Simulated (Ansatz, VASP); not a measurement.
# LiTa4O in VASP and in Ansatz

INCAR

```
SYSTEM = LiTa4O
  PREC = Accurate
  ENCUT = 520
  EDIFF = 1E-6
  ISMEAR = 0
  SIGMA = 0.1
  LREAL = .False.
  LASPH = .True.
  NELM = 150
  ALGO = Normal
  ISIF = 2
  LWAVE = .False.
  LCHARG = .False.
  ISPIN = 2
  MAGMOM = 0 1 1 1 1 0
  LORBIT = 11
  LMAXMIX = 4
  GGA = PE
  NBANDS = 40
```

Contents of KPOINTS:

```
regular mesh
0
Gamma
  6 6 4
  0 0 0
```

File POSCAR:

```
LiTa4O
1.0
    5.1110285900      0.0000000000      0.0000000000
   -2.5555142900      4.4262805900      0.0000000000
    0.0000000000      0.0000000000      3.8595326800
Li Ta O
1 4 1
Direct
    0.0000000000      0.0000000000      0.0000000000
    0.6666666700      0.3333333300      0.0000000000
    0.5045495000      0.0090990000      0.5000000000
    0.9909010000      0.4954505000      0.5000000000
    0.5045495000      0.4954505000      0.5000000000
    0.3333333300      0.6666666700      0.0000000000
```

Input for Ansatz:

```yaml
crystal:
  lattice:
    - [5.11102859, 0.0, 0.0]
    - [-2.55551429, 4.42628059, 0.0]
    - [0.0, 0.0, 3.85953268]
  atoms:
    - { symbol: Li, position: [0.0, 0.0, 0.0] }
    - { symbol: Ta, position: [0.66666667, 0.33333333, 0.0], spin: 1.0 }
    - { symbol: Ta, position: [0.5045495, 0.009099, 0.5], spin: 1.0 }
    - { symbol: Ta, position: [0.990901, 0.4954505, 0.5], spin: 1.0 }
    - { symbol: Ta, position: [0.5045495, 0.4954505, 0.5], spin: 1.0 }
    - { symbol: O, position: [0.33333333, 0.66666667, 0.0] }
basis:
  ecutwfc: 420
kpoints:
  mp_grid: { grid: [6, 6, 4] }
hamiltonian:
  xc: pbe
scf:
  occupations: { method: gaussian, width: 0.1 }
  lower_state_search: "off"
output:
  forces: true
  stress: true
  eigenvalues: true
  populations: true
magnetization:
  spin_polarized: true
```

Change from the starting cell: species swapped into the NdGaCo4 type (P-6m2, No. 187).

Alike in both runs: task single point; functional PBE; k mesh 6 × 6 × 4; occupations gaussian, width 0.1 eV; collinear spin.

```csv
,VASP,Ansatz
version,VASP 6.6.1,Ansatz 0.2.0
potentials or method,"VASP PAW PBE potentials, release 64 (Li_sv, Ta_pv, O), cutoff 520 eV","scalar-relativistic, plane waves, PAW"
valence electrons in the cell,53,61
```

```tsv
	VASP	Ansatz	Ansatz less VASP
gap on the k mesh at the Fermi level (eV)	none	none	-
rms of the force components (eV/Å)	1.878	1.836	-0.0416
net moment per atom (μB)	0.00	0.00	0.000
```

Atom by atom the forces differ by 0.042 eV/Å (rms over components). A gap of «none» marks a metal or a gap that the smearing closes. VASP's potentials hold 53 valence electrons a cell and Ansatz's 61, so a difference there can come from the potentials and not from the codes. Ansatz's warnings: seeded moment not kept.

The k mesh is coarse, so the values compare programs but aren't converged. Neither program's run includes spin-orbit coupling. Noted on VASP's run: the cutoff is under 1.25 times that of the potentials, so the pressure is a little rough.
